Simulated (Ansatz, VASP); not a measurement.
**Two plane-wave programs on Cu3N**

File INCAR:

```
SYSTEM = Cu3N
ALGO = Normal
EDIFF = 1E-6
ENCUT = 600
GGA = PE
GGA_COMPAT = .FALSE.
ISIF = 2
ISMEAR = 0
IVDW = 12
LASPH = .TRUE.
LCHARG = .FALSE.
LREAL = .FALSE.
LWAVE = .FALSE.
NBANDS = 27
NELM = 120
PREC = Accurate
SIGMA = 0.1
```

Contents of KPOINTS:

```
k-points
0
G
  6 6 6
  0 0 0
```

The input POSCAR:

```
Cu3N
1.0
    3.8147060000      0.0000000000      0.0000000000
    0.0000000000      3.8147060000      0.0000000000
    0.0000000000      0.0000000000      3.8147060000
Cu N
3 1
Direct
    0.0000000000      0.0000000000      0.5000000000
    0.0000000000      0.5000000000      0.0000000000
    0.5000000000      0.0000000000      0.0000000000
    0.0000000000      0.0000000000      0.0000000000
```

Input for Ansatz:

```yaml
crystal:
  lattice:
    - [3.814706, 0.0, 0.0]
    - [0.0, 3.814706, 0.0]
    - [0.0, 0.0, 3.814706]
  atoms:
    - { symbol: Cu, position: [0.0, 0.0, 0.5] }
    - { symbol: Cu, position: [0.0, 0.5, 0.0] }
    - { symbol: Cu, position: [0.5, 0.0, 0.0] }
    - { symbol: "N", position: [0.0, 0.0, 0.0] }
basis:
  ecutwfc: 420
kpoints:
  mp_grid: { grid: [6, 6, 6] }
hamiltonian:
  xc: pbe
  dispersion: d3bj
  pseudopotentials: { kind: paw, azcp: { folder: soft_1 } }
scf:
  occupations: { method: gaussian, width: 0.1 }
output:
  forces: true
  stress: true
  eigenvalues: true
```

Alike in both runs: task single point; functional PBE; dispersion D3(BJ); k mesh 6 × 6 × 6; occupations gaussian, width 0.1 eV; no spin polarisation.

|  | VASP | Ansatz |
| --- | --- | --- |
| version | VASP 6.6.1 | Ansatz 0.2.0 |
| potentials or method | VASP PAW PBE potentials, release 64 (Cu, N), cutoff 600 eV | scalar-relativistic, plane waves, PAW |
| valence electrons in the cell | 38 | 62 |

Ansatz gave:

* gap on the k mesh at the Fermi level (eV): 0.18
* least direct gap on the mesh (eV): 0.72
* pressure (GPa): -2.9

Question: Which values does VASP return?

Answer: gap on the k mesh at the Fermi level (eV): 0.21; least direct gap on the mesh (eV): 0.76; pressure (GPa): -2.2.

VASP's potentials hold 38 valence electrons a cell and Ansatz's 62, so a difference there can come from the potentials and not from the codes.
